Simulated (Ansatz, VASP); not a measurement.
# ScAl3N3 in VASP and in Ansatz

Contents of INCAR:

```
ALGO     = Normal         # electronic algorithm
EDIFF    = 1E-7           # SCF threshold, eV
EDIFFG   = -0.08          # ionic threshold
ENCUT    = 600            # plane-wave cutoff, eV
GGA      = PE             # functional
GGA_COMPAT= False        
IBRION   = 2              # ionic algorithm
ISIF     = 3              # what is computed and relaxed
ISMEAR   = 0              # smearing method
LASPH    = True           # aspherical terms in the spheres
LCHARG   = False          # write CHGCAR
LREAL    = False          # projectors in reciprocal space
LWAVE    = False          # write WAVECAR
NELM     = 120            # most SCF steps
NELMIN   = 4            
NSW      = 36             # ionic steps
PREC     = Accurate       # precision mode
SIGMA    = 0.2            # smearing width, eV
```

The input KPOINTS:

```
k-points
0
Gamma
  4 4 4
```

Contents of POSCAR:

```
ScAl3N3
1.0
    3.2967328300     -3.1892586900      0.0000000000
    3.2967328300      3.1892586900      0.0000000000
   -3.1235436000      0.0000000000      4.4257012000
Sc Al N
1 3 3
Direct
    0.0605088600      0.0605088600      0.0024146300
    0.6426581100      0.6426581100      0.1180844700
    0.7560140500      0.3148604000      0.5198258800
    0.3148604000      0.7560140500      0.5198258800
    0.4110352700      0.9420613600      0.2998833700
    0.9420613600      0.4110352700      0.2998833700
    0.6987220000      0.6987220000      0.8121904700
```

Input for Ansatz:

```yaml
crystal:
  lattice:
    - [3.29673283, -3.18925869, 0.0]
    - [3.29673283, 3.18925869, 0.0]
    - [-3.1235436, 0.0, 4.4257012]
  atoms:
    - { symbol: Sc, position: [0.06050886, 0.06050886, 0.00241463] }
    - { symbol: Al, position: [0.64265811, 0.64265811, 0.11808447] }
    - { symbol: Al, position: [0.75601405, 0.3148604, 0.51982588] }
    - { symbol: Al, position: [0.3148604, 0.75601405, 0.51982588] }
    - { symbol: "N", position: [0.41103527, 0.94206136, 0.29988337] }
    - { symbol: "N", position: [0.94206136, 0.41103527, 0.29988337] }
    - { symbol: "N", position: [0.698722, 0.698722, 0.81219047] }
basis:
  ecutwfc: 420
kpoints:
  mp_grid: { grid: [4, 4, 4] }
hamiltonian:
  xc: pbe
scf:
  occupations: { method: gaussian, width: 0.2 }
  lower_state_search: "off"
output:
  forces: true
  stress: true
  eigenvalues: true
relax:
  adjacent_minimum: "off"
  f_tol: 0.08
  max_steps: 16
  cell: { stress_tol: 0.8 }
```

Change from the starting cell: species swapped into the Zn3SbN3 type (Cm, No. 8).

Alike in both runs: task relaxation of cell and atoms; functional PBE; k mesh 4 × 4 × 4; occupations gaussian, width 0.2 eV; no spin polarisation.

|  | VASP | Ansatz |
| --- | --- | --- |
| version | VASP 6.6.1 | Ansatz 0.2.0 |
| potentials or method | VASP PAW PBE potentials, release 64 (Sc_sv, Al, N), cutoff 600 eV | scalar-relativistic, plane waves, PAW |
| valence electrons in the cell | 35 | 35 |

VASP gave:

| Quantity | Value |
| --- | --- |
| gap on the k mesh at the Fermi level, each at its own relaxed structure (eV) | none |
| relaxed volume (Å³/atom) | 13.04 |
| relaxed length of the cell vector where the two differ most in proportion (Å) | 4.553 |

Task: Estimate Ansatz's values.

Result: gap on the k mesh at the Fermi level, each at its own relaxed structure (eV): none; relaxed volume (Å³/atom): 13.07; relaxed length of the cell vector where the two differ most in proportion (Å): 4.561.

A gap of «none» marks a metal or a gap that the smearing closes.

The k mesh is coarse, so the values compare programs but aren't converged.
